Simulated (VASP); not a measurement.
# PbS (R3m) in VASP: notebook, part 2 of 2

VASP 6.6.1. The steps go on from the part before.

## (3) Single point, r2SCAN

This run uses another cell than the first one, of 24.41 Å³/atom.

POSCAR reads:

```
PbS
1.0
    2.0627000000      1.1909004002      3.3128333333
   -2.0627000000      1.1909004002      3.3128333333
    0.0000000000     -2.3818008005      3.3128333333
Pb S
1 1
Direct
    0.9781509158      0.9781509158      0.9781509158
    0.4774504142      0.4774504142      0.4774504142
```

INCAR.step1 reads:

```
SYSTEM = PbS
ALGO = Normal
EDIFF = 1E-4
ENCUT = 520
GGA = PE
ISMEAR = 0
LASPH = .TRUE.
LCHARG = .FALSE.
LREAL = .FALSE.
LWAVE = .TRUE.
NBANDS = 17
NELM = 100
PREC = Accurate
SIGMA = 0.05
```

INCAR.step2 reads:

```
SYSTEM = PbS
ALGO = Normal
EDIFF = 1E-7
ENCUT = 520
ISIF = 2
ISMEAR = 0
ISTART = 1
LASPH = .TRUE.
LCHARG = .FALSE.
LMIXTAU = .TRUE.
LREAL = .FALSE.
LWAVE = .FALSE.
METAGGA = R2SCAN
NBANDS = 17
NELM = 100
PREC = Accurate
SIGMA = 0.05
```

KPOINTS reads:

```
k-points
0
G
  9 9 9
  0 0 0
```

Potentials or basis: VASP PAW PBE potentials, release 64 (Pb_d, S).

Run with:

```bash
$ cat potpaw_PBE.64/Pb_d/POTCAR potpaw_PBE.64/S/POTCAR > POTCAR
$ cp INCAR.step1 INCAR
$ mpirun -np 1 vasp_std > vasp.out
$ cp INCAR.step2 INCAR
$ mpirun -np 1 vasp_std > vasp.out
```

OUTCAR:

```text
SYSTEM = PbS
   EDIFF = 1E-7
   ENCUT = 520
   ISIF = 2
   ISMEAR = 0
   ISTART = 1
   LASPH = .TRUE.
   LREAL = .FALSE.
   METAGGA = R2SCAN
   NELM = 100
   PREC = Accurate

 ion  position               nearest neighbor table
   1  0.978  0.978  0.978-   2 2.90   2 2.90   2 2.90   2 2.91   2 2.91   2 2.91
   2  0.477  0.477  0.477-   1 2.90   1 2.90   1 2.90   1 2.91   1 2.91   1 2.91

  LATTYP: Found a trigonal (rhomboedric) cell.
 ALAT       =     4.0801764358
 COS(alpha) =     0.4888548479

  Lattice vectors:

 A1 = (   2.0627000000,   1.1909004002,   3.3128333333)
 A2 = (  -2.0627000000,   1.1909004002,   3.3128333333)
 A3 = (   0.0000000000,  -2.3818008005,   3.3128333333)

Analysis of symmetry for initial positions (statically):
=====================================================================
 Subroutine PRICEL returns:
 Original cell was already a primitive cell.

 Routine SETGRP: Setting up the symmetry group for a
 trigonal (rhombohedral) supercell.

 Subroutine GETGRP returns: Found  6 space group operations
 (whereof  6 operations were pure point group operations)
 out of a pool of 12 trial point group operations.

The static configuration has the point symmetry C_3v.

Analysis of symmetry for dynamics (positions and initial velocities):
=====================================================================
 Subroutine PRICEL returns:
 Original cell was already a primitive cell.

 Routine SETGRP: Setting up the symmetry group for a
 trigonal (rhombohedral) supercell.

 Subroutine GETGRP returns: Found  6 space group operations
 (whereof  6 operations were pure point group operations)
 out of a pool of 12 trial point group operations.

The dynamic configuration has the point symmetry C_3v.

 Subroutine INISYM returns: Found  6 space group operations
 (whereof  6 operations are pure point group operations),
 and found     1 'primitive' translations
[... 105 lines left out ...]
   PSTRESS=    0.0 pullay stress
   NELECT =      20.0000    total number of electrons
   NUPDOWN=      -1.0000    fix difference up-down
   EMIN   =  10.00;   EMAX   =-10.00  energy-range for DOS
   EFERMI =   0.00;   METHOD = LEGACY
   ISMEAR =     0;   SIGMA  =   0.05  broadening in eV -4-tet -1-fermi 0-gaus
   EFERMI_NEDOS =   21; number of points for ismear=-14 and -15
   IALGO  =     38    algorithm
   IMIX   =      4    mixing-type and parameters
     AMIX     =   0.40;   BMIX     =  1.00
     AMIX_MAG =   1.60;   BMIX_MAG =  1.00
  volume/ion in A,a.u.               =      24.41       164.75
  Fermi-wavevector in a.u.,A,eV,Ry     =   1.215805  2.297539 20.111896  1.478183
  Thomas-Fermi vector in A             =   2.351180
   LORBIT       =      0    0 simple, 1 ext, 2 COOP (PROOUT), +10 PAW based schemes
   METAGGA = R2SCAN    functional components
   LHFCALC =     F    Hartree Fock is set to
   AEXX    =    0.0000 exact exchange contribution
   IVDW    =     0    specifies the selected vdW correction
   LEPSILON=     F    determine dielectric tensor
   LRPA    =     F    only Hartree local field effects (RPA)
 non-spin polarized calculation
 Gauss-broadening in eV      SIGMA  =   0.05
  energy-cutoff  :      520.00
  volume of cell :       48.83
 maximum number of plane-waves:      1335
   NGX = 15   NGY = 15   NGZ = 15

 number of electron      20.0000002 magnetization

 Free energy of the ion-electron system (eV)
  ---------------------------------------------------
  ext. energy  EPLUGINS =         0.00000000
  ---------------------------------------------------
  free energy    TOTEN  =       -65.53040295 eV

  energy without entropy =      -65.53040295  energy(sigma->0) =      -65.53040295

 E-fermi :   6.8113     XC(G=0): -10.5968

 val. band max:        6.5420769568   @ k =   0.4444   0.0000   0.0000
 cond. band min:       7.2243986376   @ k =   0.4444   0.4444   0.4444
 fundamental gap:      0.6823216809
 Fermi energy:         6.8112563657

 k-point     1 :       0.0000    0.0000    0.0000
  band No.  band energies     occupation
      1     -10.9634      2.00000
      2     -10.9634      2.00000
      3     -10.9626      2.00000
      4     -10.9479      2.00000
      5     -10.9479      2.00000
      6      -8.2480      2.00000
[... 457 lines left out ...]
      4     -10.8873      2.00000
      5     -10.8844      2.00000
      6      -6.3023      2.00000
[... 9 lines left out ...]
     16      19.3384      0.00000
     17      19.3462      0.00000

 [... further k-points ...]
[... 5 lines left out ...]
  --------------------------------------------------------------------------------------
  -------------------------------------------------------------------------------------
  Total        1.7939547      1.7939547      1.9773482     -0.0000000     -0.0000000      0.0000000
  in kB       58.8653466     58.8653466     64.8830687     -0.0000000     -0.0000000      0.0000000
  external PRESSURE =      60.8712540 kB  Pullay stress =       0.0000000 kB

 VOLUME and BASIS-vectors are now :
 -----------------------------------------------------------------------------
  energy-cutoff  :      520.00
  volume of cell :       48.83
      direct lattice vectors                 reciprocal lattice vectors
     2.062700000  1.190900400  3.312833333     0.242400737  0.139950131  0.100618806
    -2.062700000  1.190900400  3.312833333    -0.242400737  0.139950131  0.100618806
     0.000000000 -2.381800801  3.312833333     0.000000000 -0.279900261  0.100618806

 POSITION                                       TOTAL-FORCE (eV/Angst)
 -----------------------------------------------------------------------------------
      0.00000     -0.00000      9.72135         0.000000      0.000000     -0.008837
      0.00000     -0.00000      4.74514         0.000000     -0.000000      0.008837
 -----------------------------------------------------------------------------------
    total drift:                               -0.000000     -0.000000     -0.000030

  FREE ENERGIE OF THE ION-ELECTRON SYSTEM (eV)
  ---------------------------------------------------
  free  energy   TOTEN  =       -65.5304029499 eV

  energy  without entropy=      -65.5304029499  energy(sigma->0) =      -65.53040295
```

It took 2 min on 1 thread of Intel Xeon 6975P-C (Granite Rapids), shared host; peak memory 0.21 GiB.

Results:

* Free energy: -65.5304 eV
* Pressure: 6.1 GPa
* Largest force: 0.009 eV/Å

Forces in eV/Å, atoms in the order of the input:
```
Pb   0.000  0.000 -0.009
S    0.000  0.000  0.009
```

Stress tensor (GPa, compression positive):
```
5.89 0.00 0.00
0.00 5.89 0.00
0.00 0.00 6.49
```

Caveat: this odd mesh misses L, so gap, dielectric constants and Born charges aren't listed; the cell stands under pressure; the PAW data sets were made with another functional, which shifts forces and pressure a little; spin-orbit coupling is left out, which moves the levels of the heavy elements.
